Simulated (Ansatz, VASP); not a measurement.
Two plane-wave programs on CuO

File INCAR:

```
PREC     = Accurate       # precision mode
ENCUT    = 700            # plane-wave cutoff, eV
EDIFF    = 1E-6           # SCF threshold, eV
ISMEAR   = -1             # smearing method
SIGMA    = 0.05           # smearing width, eV
LREAL    = False          # projectors in reciprocal space
LASPH    = True           # aspherical terms in the spheres
NELM     = 200            # most SCF steps
ALGO     = Normal         # electronic algorithm
ISIF     = 2              # what is computed and relaxed
LWAVE    = False          # write WAVECAR
LCHARG   = True           # write CHGCAR
LMAXMIX  = 4              # l up to which the mixer works
LDAU     = True           # DFT+U
LDAUTYPE = 2            
LDAUL    = 2 -1           # shell
LDAUU    = 3 0            # U, eV
LDAUJ    = 0 0          
LDAUPRINT= 1            
GGA      = PE             # functional
LELF     = True           # ELF
LVHAR    = True         
NBANDS   = 33             # bands
GGA_COMPAT= False
```

File KPOINTS:

```
regular mesh
0
Gamma
  10 10 5
```

File POSCAR:

```
CuO
1.0
    2.3055752800     -1.7296126400      0.0728065900
    2.3157556600      1.7435441000      0.0481486400
   -0.7080927800     -0.0389675500      5.1290691300
Cu O
2 2
Direct
    0.0142532200      0.4796454100      0.0604322300
    0.4708797100      0.1540682100      0.4741201700
    0.5692681500      0.2960328600      0.2639427200
    0.4455989200      0.5702535100      0.7015048700
```

The input input.yaml:

```yaml
crystal:
  lattice:
    - [2.30557528, -1.72961264, 0.07280659]
    - [2.31575566, 1.7435441, 0.04814864]
    - [-0.70809278, -0.03896755, 5.12906913]
  atoms:
    - { symbol: Cu, position: [0.01425322, 0.47964541, 0.06043223] }
    - { symbol: Cu, position: [0.47087971, 0.15406821, 0.47412017] }
    - { symbol: O, position: [0.56926815, 0.29603286, 0.26394272] }
    - { symbol: O, position: [0.44559892, 0.57025351, 0.70150487] }
hamiltonian:
  xc: pbe
  pseudopotentials: { kind: paw }
  hubbard: { sites: [{ species: Cu, l: d, u_eff: 3.0 }] }
kpoints:
  mp_grid: { grid: [10, 10, 5] }
  band_path:
    path:
      - [[0.0, 0.0, 0.5], [0.0, 0.0, 0.0], [-0.5, 0.0, 0.0]]
      - [[-0.5, 0.0, 0.5], [0.0, 0.0, 0.0], [0.0, -0.5, 0.0]]
      - [[0.0, -0.5, 0.5], [0.0, 0.0, 0.0], [-0.5, -0.5, 0.0]]
      - [[-0.5, -0.5, 0.5], [0.0, 0.0, 0.0]]
    npoints: 14
scf:
  occupations: { method: fermi_dirac, width: 0.05 }
  n_extra_bands: 10
output:
  forces: true
  stress: true
  eigenvalues: true
  fatbands: false
  write_density: true
  write_potential: true
  elf: true
  volumetric_format: npy
```

Alike in both runs: functional PBE; k mesh 10 × 10 × 5; occupations fermi-dirac, width 0.05 eV; no spin polarisation; Hubbard terms Cu d U = 3.0 eV.

```csv
,VASP,Ansatz
version,VASP 6.6.1,Ansatz 0.2.0
potentials or method,"VASP PAW PBE potentials, release 64 (Cu_sv_GW, O)",Ansatz PAW
plane-wave cutoff (eV),700,420
valence electrons in the cell,50,50
task,single point,band structure
```

```csv
,VASP,Ansatz,Ansatz less VASP
gap on the k mesh at the Fermi level (eV),none,none,-
rms of the force components (eV/Å),17.192,17.355,+0.1625
```

The programs project onto different local orbitals, so the same U acts differently, and such runs can settle in different states. Atom by atom the forces differ by 0.181 eV/Å (rms over components). A gap of «none» marks a metal or a gap that the smearing closes.

Noted on Ansatz's run: the cell as given lies far from equilibrium.
